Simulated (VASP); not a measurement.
# TiCo (Pm-3m) in VASP: a series of runs

The runs below take TiCo through single point, relaxation of cell and atoms, with PBE, LDA.

Program: VASP 6.6.1. These are calculated values, not measurements. Logs are shortened: lines on timing, memory, paths and dates and some standing lists are left out, and cuts for length are marked.

### 1 The cell of the first run

The structure is cubic, space group Pm-3m (No. 221). Conventional cell: a = 2.986 Å, b = 2.986 Å, c = 2.986 Å, α = 90.00°, β = 90.00°, γ = 90.00°. Co (site symmetry m-3m) has 8 Ti at 2.59 Å and 6 Co at 2.99 Å within 3.4 Å. Ti (site symmetry m-3m) has 8 Co at 2.59 Å and 6 Ti at 2.99 Å within 3.4 Å.

### 2 Single point, PBE, collinear spin, ferrimagnetic start

File POSCAR:

```
TiCo
1.0
    2.9861109900      0.0000000000      0.0000000000
    0.0000000000      2.9861109900      0.0000000000
    0.0000000000      0.0000000000      2.9861109900
Co Ti
1 1
Direct
    0.5000000000      0.5000000000      0.5000000000
    0.0000000000      0.0000000000      0.0000000000
```

File INCAR.step1:

```
ALGO     = Normal         # electronic algorithm
EDIFF    = 1E-5           # SCF threshold, eV
ENCUT    = 400            # plane-wave cutoff, eV
GGA      = PE             # functional
GGA_COMPAT= False        
ISIF     = 2              # what is computed and relaxed
ISMEAR   = 1              # smearing method
ISPIN    = 2              # spin polarisation
LASPH    = True           # aspherical terms in the spheres
LCHARG   = True           # write CHGCAR
LMAXMIX  = 4              # l up to which the mixer works
LORBIT   = 11             # projections on sites
LREAL    = False          # projectors in reciprocal space
LWAVE    = True           # write WAVECAR
MAGMOM   = 2 -1           # initial moments
NELM     = 100            # most SCF steps
PREC     = Accurate       # precision mode
SIGMA    = 0.1            # smearing width, eV
```

File INCAR.step2:

```
ALGO     = All            # electronic algorithm
EDIFF    = 1E-6           # SCF threshold, eV
ENCUT    = 400            # plane-wave cutoff, eV
GGA      = PE             # functional
GGA_COMPAT= False        
ISEARCH  = 1            
ISIF     = 2              # what is computed and relaxed
ISMEAR   = 1              # smearing method
ISPIN    = 2              # spin polarisation
ISTART   = 1            
LASPH    = True           # aspherical terms in the spheres
LCHARG   = False          # write CHGCAR
LMAXMIX  = 4              # l up to which the mixer works
LORBIT   = 11             # projections on sites
LREAL    = False          # projectors in reciprocal space
LWAVE    = False          # write WAVECAR
MAGMOM   = 2 -1           # initial moments
NELM     = 100            # most SCF steps
PREC     = Accurate       # precision mode
SIGMA    = 0.1            # smearing width, eV
```

File KPOINTS:

```
k-points
0
Gamma
  9 9 9
```

Potentials or basis: VASP PAW PBE potentials, release 64 (Co, Ti_sv).

On the command line:

```console
$ cat potpaw_PBE.64/Co/POTCAR potpaw_PBE.64/Ti_sv/POTCAR > POTCAR
$ cp INCAR.step1 INCAR
$ mpirun -np 1 vasp_std > vasp.out
$ cp INCAR.step2 INCAR
$ mpirun -np 1 vasp_std > vasp.out
```

OUTCAR:

```text
EDIFF = 1E-6
   ENCUT = 400
   GGA = PE
   ISIF = 2
   ISMEAR = 1
   ISPIN = 2
   ISTART = 1
   LASPH = True
   LORBIT = 11
   LREAL = False
   NELM = 100
   PREC = Accurate

 Found     35 irreducible k-points:

 Following reciprocal coordinates:
            Coordinates               Weight
  0.000000  0.000000  0.000000      1.000000
  0.111111  0.000000  0.000000      6.000000
  0.222222  0.000000  0.000000      6.000000
  0.333333  0.000000  0.000000      6.000000
  0.444444  0.000000  0.000000      6.000000
  0.111111  0.111111  0.000000     12.000000
   k-points           NKPTS =     35   k-points in BZ     NKDIM =     35   number of bands    NBANDS=     15
   number of dos      NEDOS =    301   number of ions     NIONS =      2
   total plane-waves  NPLWV =   8000
   dimension x,y,z NGX =    20 NGY =   20 NGZ =   20
   dimension x,y,z NGXF=    40 NGYF=   40 NGZF=   40
   ions per type =               1   1
   NGX,Y,Z   is equivalent  to a cutoff of  11.13, 11.13, 11.13 a.u.
   NGXF,Y,Z  is equivalent  to a cutoff of  22.27, 22.27, 22.27 a.u.
 SYSTEM =  unknown system
   PREC   = accura    normal or accurate (medium, high low for compatibility)
   ISTART =      1    job   : 0-new  1-cont  2-samecut
   ICHARG =      0    charge: 1-file 2-atom 10-const
   ISPIN  =      2    spin polarized calculation?
   LNONCOLLINEAR =      F non collinear calculations
   LSORBIT =      F    spin-orbit coupling
   LASPH  =      T    aspherical Exc in radial PAW
   ENCUT  =  400.0 eV  29.40 Ry    5.42 a.u.   4.87  4.87  4.87*2*pi/ulx,y,z
   NELM   =    100;   NELMIN=  2; NELMDL=  0     # of ELM steps
   EDIFF  = 0.1E-05   stopping-criterion for ELM
   LREAL  =      F    real-space projection
   EDIFFG = 0.1E-04   stopping-criterion for IOM
   NSW    =      0    number of steps for IOM
   IBRION =     -1    ionic relax: 0-MD 1-quasi-New 2-CG
   NFREE  =      0    steps in history (QN), initial steepest desc. (CG)
   ISIF   =      2    stress and relaxation
   ISYM   =      2    0-nonsym 1-usesym 2-fastsym
   POTIM  = 0.5000    time-step for ionic-motion
   TEBEG  =    0.0;   TEEND  =   0.0 temperature during run

   SCALEE = 1.0000    scale energy and forces
   PSTRESS=    0.0 pullay stress
   NELECT =      21.0000    total number of electrons
   NUPDOWN=      -1.0000    fix difference up-down
   EMIN   =  10.00;   EMAX   =-10.00  energy-range for DOS
   EFERMI =   0.00;   METHOD = LEGACY
   ISMEAR =     1;   SIGMA  =   0.10  broadening in eV -4-tet -1-fermi 0-gaus
   EFERMI_NEDOS =   21; number of points for ismear=-14 and -15
   IALGO  =     58    algorithm
   IMIX   =      4    mixing-type and parameters
     AMIX     =   0.40;   BMIX     =  1.00
     AMIX_MAG =   1.60;   BMIX_MAG =  1.00
  volume/ion in A,a.u.               =      13.31        89.84
  Fermi-wavevector in a.u.,A,eV,Ry     =   1.512546  2.858298 31.127355  2.287796
  Thomas-Fermi vector in A             =   2.622456
   LORBIT       =     11    0 simple, 1 ext, 2 COOP (PROOUT), +10 PAW based schemes
   GGA     = PE    functional components
   LHFCALC =     F    Hartree Fock is set to
   AEXX    =    0.0000 exact exchange contribution
[... 37 lines left out ...]
      2     -23.3060      1.00000
      3     -23.3060      1.00000
      4     -23.3060      1.00000
      5       2.2711      1.00000
      6       5.7808      1.00000
      7       5.7808      1.00000
      8       8.0768      1.00000
      9       8.0768      1.00000
     10       8.0768      1.00000
     11      10.4273     -0.00000
     12      10.4273     -0.00000
     13      12.6022      0.00000
     14      12.6022      0.00000
[... 77 lines left out ...]
      2     -23.3413      1.00000
      3     -23.3358      1.00000
      4     -23.3008      1.00000
      5       2.7497      1.00000
      6       5.9640      1.00000
      7       5.9924      1.00000
      8       7.9791      1.00000
      9       8.0291      1.00000
     10       8.1916      1.00000
     11      10.3189     -0.00000
     12      10.4455     -0.00000
     13      11.9718      0.00000
     14      12.0220      0.00000
     15      12.5563      0.00000

 [... further k-points ...]

 spin component 2

 k-point     1 :       0.0000    0.0000    0.0000
  band No.  band energies     occupation
      1     -47.2115      1.00000
      2     -23.3165      1.00000
      3     -23.3165      1.00000
      4     -23.3165      1.00000
      5       2.2532      1.00000
      6       6.4110      1.00000
      7       6.4110      1.00000
      8       8.6004      1.00000
      9       8.6004      1.00000
     10       8.6004      1.00000
     11      10.9493     -0.00000
     12      10.9493     -0.00000
     13      12.7009      0.00000
     14      12.7009      0.00000
[... 77 lines left out ...]
      2     -23.3521      1.00000
      3     -23.3467      1.00000
      4     -23.3112      1.00000
      5       2.7328      1.00000
      6       6.6236      1.00000
      7       6.6397      1.00000
      8       8.4884      1.00000
      9       8.5553      1.00000
     10       8.7437      1.00000
     11      10.7993     -0.00000
     12      10.9617     -0.00000
     13      12.0500      0.00000
     14      12.0762      0.00000
     15      12.6656      0.00000

 [... further k-points ...]

------------------------ aborting loop because EDIFF is reached ----------------------------------------

  FORCE on cell =-STRESS in cart. coord.  units (eV):
  Direction    XX          YY          ZZ          XY          YZ          ZX
  --------------------------------------------------------------------------------------
  -------------------------------------------------------------------------------------
  Total       -0.3087949     -0.3087949     -0.3087949      0.0000000      0.0000000     -0.0000000
  in kB      -18.5807320    -18.5807320    -18.5807320      0.0000000      0.0000000     -0.0000000
  external PRESSURE =     -18.5807320 kB  Pullay stress =       0.0000000 kB

 VOLUME and BASIS-vectors are now :
 -----------------------------------------------------------------------------
  energy-cutoff  :      400.00
  volume of cell :       26.63
      direct lattice vectors                 reciprocal lattice vectors
     2.986110990  0.000000000  0.000000000     0.334883735  0.000000000  0.000000000
     0.000000000  2.986110990  0.000000000     0.000000000  0.334883735  0.000000000
     0.000000000  0.000000000  2.986110990     0.000000000  0.000000000  0.334883735

 POSITION                                       TOTAL-FORCE (eV/Angst)
 -----------------------------------------------------------------------------------
      1.49306      1.49306      1.49306         0.000000      0.000000      0.000000
      0.00000      0.00000      0.00000         0.000000      0.000000      0.000000
 -----------------------------------------------------------------------------------
    total drift:                               -0.000000      0.000000      0.000000

  FREE ENERGIE OF THE ION-ELECTRON SYSTEM (eV)
  ---------------------------------------------------
  free  energy   TOTEN  =       -15.6653983931 eV

  energy  without entropy=      -15.6658634659  energy(sigma->0) =      -15.66555342

 total charge

# of ion       s       p       d       tot
------------------------------------------
    1        0.525   0.459   7.302   8.285
    2        2.243   6.179   1.862  10.284
--------------------------------------------------
tot          2.768   6.638   9.163  18.569

 magnetization (x)

# of ion       s       p       d       tot
------------------------------------------
    1        0.025  -0.007   0.873   0.891
    2       -0.003  -0.014  -0.012  -0.029
--------------------------------------------------
tot          0.022  -0.021   0.860   0.862
```

OUTCAR.step1:

```text
EDIFF = 1E-5
   ENCUT = 400
   GGA = PE
   ISIF = 2
   ISMEAR = 1
   ISPIN = 2
   LASPH = True
   LORBIT = 11
   LREAL = False
[... 347 lines left out ...]
  energy  without entropy=      -15.6658747552  energy(sigma->0) =      -15.66555918

 total charge

# of ion       s       p       d       tot
------------------------------------------
    1        0.525   0.459   7.299   8.282
    2        2.244   6.179   1.864  10.286
--------------------------------------------------
tot          2.768   6.638   9.162  18.569

 magnetization (x)

# of ion       s       p       d       tot
------------------------------------------
    1        0.025  -0.007   0.875   0.893
    2       -0.003  -0.014  -0.013  -0.030
--------------------------------------------------
tot          0.022  -0.021   0.861   0.863
```

OSZICAR.step1:

```text
N       E                     dE             d eps       ncg     rms          rms(c)
DAV:   1     0.134840187416E+03    0.13484E+03   -0.92542E+03  2100   0.152E+03
DAV:   2    -0.104394637073E+02   -0.14528E+03   -0.14244E+03  2212   0.358E+02
DAV:   3    -0.175588548914E+02   -0.71194E+01   -0.70606E+01  3147   0.888E+01
DAV:   4    -0.177437045248E+02   -0.18485E+00   -0.18467E+00  2548   0.123E+01
DAV:   5    -0.177496819930E+02   -0.59775E-02   -0.59773E-02  2968   0.195E+00    0.146E+01
DAV:   6    -0.171764021834E+02    0.57328E+00   -0.20257E+01  2290   0.660E+01    0.133E+01
DAV:   7    -0.166862219609E+02    0.49018E+00   -0.19224E+01  2856   0.512E+01    0.130E+01
DAV:   8    -0.156506278311E+02    0.10356E+01   -0.55236E+00  3085   0.261E+01    0.191E+00
DAV:   9    -0.156649423054E+02   -0.14314E-01   -0.22422E-01  3097   0.517E+00    0.213E+00
DAV:  10    -0.156654103243E+02   -0.46802E-03   -0.57827E-02  2520   0.308E+00    0.117E+00
DAV:  11    -0.156649752938E+02    0.43503E-03   -0.30819E-02  3028   0.219E+00    0.427E-01
DAV:  12    -0.156657375019E+02   -0.76221E-03   -0.49958E-03  3052   0.710E-01    0.270E-01
DAV:  13    -0.156654040528E+02    0.33345E-03   -0.13237E-03  3044   0.368E-01    0.675E-02
DAV:  14    -0.156654013853E+02    0.26674E-05   -0.70564E-05  1886   0.902E-02
   1 F= -.15665401E+02 E0= -.15665559E+02  d E =0.473370E-03  mag=     0.8082
```

Run time: 16 s. Hardware: 1 thread of Intel Xeon 6975P-C (Granite Rapids), shared host; peak memory 0.15 GiB.

Results:

- Free energy: -15.6654 eV
- Pressure: -1.9 GPa
- Net moment: 0.81 μB per cell
- Site moments: Co +0.89; Ti -0.03 μB
- Valence electrons inside the program's atomic spheres: Co 8.29; Ti 10.28

Levels at points of the mesh, in eV from the Fermi level:
Spin up:
| k point | band 9 | band 10 | band 11 | band 12 | band 13 | band 14 |
| --- | --- | --- | --- | --- | --- | --- |
| (0.00, 0.00, 0.00) | -1.89 | -1.89 | 0.46 | 0.46 | 2.63 | 2.63 |
Spin down:
| k point | band 6 | band 7 | band 8 | band 9 | band 10 | band 11 | band 12 | band 13 | band 14 | band 15 |
| --- | --- | --- | --- | --- | --- | --- | --- | --- | --- | --- |
| (0.00, 0.00, 0.00) | -3.56 | -3.56 | -1.37 | -1.37 | -1.37 | 0.98 | 0.98 | 2.73 | 2.73 | 2.73 |

### 3 Relaxation of cell and atoms, LDA, collinear spin, ferromagnetic start (12.65 Å³/atom)

This run uses another cell than the first one, of 12.65 Å³/atom.

File POSCAR:

```
TiCo
1.0
    2.9354891599      0.0000000000      0.0000000000
    0.0000000000      2.9354891599      0.0000000000
    0.0000000000      0.0000000000      2.9354891599
Co Ti
1 1
Direct
    0.5000000000      0.5000000000      0.5000000000
    0.0000000000      0.0000000000      0.0000000000
```

File INCAR.step1:

```
SYSTEM = TiCo
GGA = CA
ISPIN = 2
MAGMOM = 2 1
LORBIT = 11
ISMEAR = 0
SIGMA = 0.07
LWAVE = .FALSE.
LCHARG = .FALSE.
NSW = 80
PREC = Accurate
LASPH = .TRUE.
LREAL = .FALSE.
ALGO = Normal
EDIFF = 1E-6
NELM = 200
GGA_COMPAT = .FALSE.
IBRION = 2
ISIF = 3
EDIFFG = -0.005
NELMIN = 4
ENCUT = 410
LMAXMIX = 4
KPAR = 8
POTIM = 0.5
```

File INCAR.step3:

```
SYSTEM = TiCo
GGA = CA
ISPIN = 2
MAGMOM = 2 1
LORBIT = 11
ISMEAR = 0
SIGMA = 0.07
LWAVE = .FALSE.
LCHARG = .FALSE.
PREC = Accurate
LASPH = .TRUE.
LREAL = .FALSE.
ALGO = Normal
EDIFF = 1E-6
NELM = 200
GGA_COMPAT = .FALSE.
ISIF = 2
ENCUT = 410
LMAXMIX = 4
KPAR = 8
```

File KPOINTS:

```
Automatic mesh
0
Gamma
  10 10 10
  0 0 0
```

Potentials or basis: VASP PAW LDA potentials, release 64 (Co, Ti_sv).

On the command line:

```console
$ cat potpaw_LDA.64/Co/POTCAR potpaw_LDA.64/Ti_sv/POTCAR > POTCAR
$ cp INCAR.step1 INCAR
$ cp POSCAR.step1 POSCAR
$ mpirun -np 8 vasp_std > vasp.out
$ cp CONTCAR POSCAR
$ mpirun -np 8 vasp_std > vasp.out
$ cp CONTCAR POSCAR
$ cp INCAR.step3 INCAR
$ mpirun -np 8 vasp_std > vasp.out
```

Wall time 25 s (8 MPI ranks of AMD EPYC 7R13 (Zen 3), shared host); peak memory 0.13 GiB.

It converged, with:

```
Free energy                                           : -17.5963 eV
Relaxed volume                                        : 12.16 Å³/atom
Relaxed cell                                          : a = 2.897 Å, b = 2.897 Å, c = 2.897 Å, α = 90.00°, β = 90.00°, γ = 90.00°
Space group after relaxing (to 0.1 Å)                 : Pm-3m (No. 221)
Energy gained by relaxing                             : 9.9 meV/atom
Ionic steps                                           : 6
Pressure after relaxing                               : 0.0 GPa
Net moment                                            : 0.00 μB per cell
Valence electrons inside the program's atomic spheres : Co 8.48; Ti 10.44
```

Step by step:
```csv
step,energy change (eV),largest force (eV/Å),pressure (GPa),volume (Å³)
1,0.0000,0.0000,-7.76,25.30
2,0.0194,0.0000,12.13,23.12
3,-0.0243,0.0000,-0.04,24.33
4,-0.0197,0.0000,-0.19,24.33
5,-0.0197,0.0000,0.22,24.28
6,-0.0197,0.0000,0.02,24.31
```

Final structure:
```yaml
crystal:
  lattice:
    - [2.89697, 0.00000, 0.00000]
    - [0.00000, 2.89697, 0.00000]
    - [0.00000, 0.00000, 2.89697]
  atoms:
    - { symbol: Co, position: [0.50000, 0.50000, 0.50000] }
    - { symbol: Ti, position: [0.00000, 0.00000, 0.00000] }
```

Levels at points of the mesh, in eV from the Fermi level:
Spin up:
```csv
k point,band 6,band 7,band 8,band 9,band 10,band 11,band 12,band 13,band 14,band 15
"(0.00, 0.00, 0.00)",-4.31,-4.31,-1.67,-1.67,-1.67,0.78,0.78,2.99,2.99,2.99
"(0.50, 0.00, 0.00)",-3.95,-2.74,-1.74,-1.74,-1.19,-1.03,0.16,0.61,0.61,2.38
"(0.50, 0.50, 0.00)",-4.16,-2.75,-2.75,-0.72,-0.21,0.85,0.85,1.29,2.84,2.84
"(0.50, 0.50, 0.50)",-2.67,-2.67,-2.40,-2.40,-2.40,-0.69,-0.69,3.43,3.43,7.76
```
Spin down:
| k point | band 8 | band 9 | band 10 | band 11 | band 12 | band 13 |
| --- | --- | --- | --- | --- | --- | --- |
| (0.00, 0.00, 0.00) | -1.67 | -1.67 | -1.67 | 0.78 | 0.78 | 2.99 |
| (0.50, 0.00, 0.00) | -1.74 | -1.74 | -1.19 | -1.03 | 0.16 | 0.61 |
| (0.50, 0.50, 0.00) | -2.75 | -0.72 | -0.21 | 0.85 | 0.85 | 1.29 |
| (0.50, 0.50, 0.50) | -2.40 | -2.40 | -2.40 | -0.69 | -0.69 | 3.43 |
